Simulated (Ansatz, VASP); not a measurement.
# Two plane-wave programs on Ge

Contents of POSCAR:

```
Ge
1.0
    3.9975858431      0.0000000000      0.0000000000
   -1.9987929216      3.4620108940      0.0000000000
    0.0000000000      0.0000000000      6.5993779500
Ge
4
Direct
    0.3333333333      0.6666666667      0.9370987500
    0.6666666667      0.3333333333      0.4370987500
    0.3333333333      0.6666666667      0.5629012500
    0.6666666667      0.3333333333      0.0629012500
```

File INCAR.step1:

```
SYSTEM = Ge
ALGO = Normal
EDIFF = 1E-4
ENCUT = 520
GGA = PE
ISMEAR = -1
LASPH = .True.
LCHARG = .False.
LREAL = .False.
LWAVE = .True.
NBANDS = 36
NELM = 80
PREC = Accurate
SIGMA = 0.05
```

INCAR.step2

```
SYSTEM = Ge
ALGO = Normal
EDIFF = 1E-6
ENCUT = 520
ISIF = 2
ISMEAR = -1
ISTART = 1
LASPH = .True.
LCHARG = .False.
LMIXTAU = .True.
LREAL = .False.
LWAVE = .False.
METAGGA = R2SCAN
NBANDS = 36
NELM = 80
PREC = Accurate
SIGMA = 0.05
```

KPOINTS

```
k-points
0
Gamma
  8 8 4
  0 0 0
```

Contents of input.yaml:

```yaml
crystal:
  lattice:
    - [3.9975858431, 0.0, 0.0]
    - [-1.9987929216, 3.462010894, 0.0]
    - [0.0, 0.0, 6.59937795]
  atoms:
    - { symbol: Ge, position: [0.3333333333, 0.6666666667, 0.93709875] }
    - { symbol: Ge, position: [0.6666666667, 0.3333333333, 0.43709875] }
    - { symbol: Ge, position: [0.3333333333, 0.6666666667, 0.56290125] }
    - { symbol: Ge, position: [0.6666666667, 0.3333333333, 0.06290125] }
hamiltonian:
  xc: r2scan
  pseudopotentials: { kind: paw }
kpoints:
  mp_grid: { grid: [8, 8, 4] }
  band_path:
    path:
      - [[0.0, 0.0, 0.0], [0.5, 0.0, 0.0], [0.3333333333, 0.3333333333, 0.0], [0.0, 0.0, 0.0], [0.0, 0.0, 0.5], [0.5, 0.0, 0.5], [0.3333333333, 0.3333333333, 0.5], [0.0, 0.0, 0.5]]
      - [[0.5, 0.0, 0.5], [0.5, 0.0, 0.0]]
      - [[0.3333333333, 0.3333333333, 0.0], [0.3333333333, 0.3333333333, 0.5]]
    npoints: 14
scf:
  occupations: { method: fermi_dirac, width: 0.05 }
  n_extra_bands: 10
output:
  forces: true
  stress: true
  eigenvalues: true
  fatbands: false
```

Alike in both runs: functional r2SCAN; k mesh 8 × 8 × 4; occupations fermi-dirac, width 0.05 eV; no spin polarisation.

|  | VASP | Ansatz |
| --- | --- | --- |
| version | VASP 6.6.1 | Ansatz 0.2.0 |
| potentials or method | VASP PAW PBE potentials, release 64 (Ge_d) | Ansatz PAW |
| plane-wave cutoff (eV) | 520 | 500 |
| valence electrons in the cell | 56 | 56 |
| task | single point | band structure |

|  | VASP | Ansatz | Ansatz less VASP |
| --- | --- | --- | --- |
| gap on the k mesh at the Fermi level (eV) | 0.07 | 0.09 | +0.021 |
| least direct gap on the mesh (eV) | 0.07 | 0.09 | +0.021 |
| pressure (GPa) | 0.0 | -0.1 | -0.06 |
| rms of the force components (eV/Å) | 0.006 | 0.003 | -0.0037 |

VASP's potentials were made for PBE, not for r2SCAN. Atom by atom the forces differ by 0.004 eV/Å (rms over components).
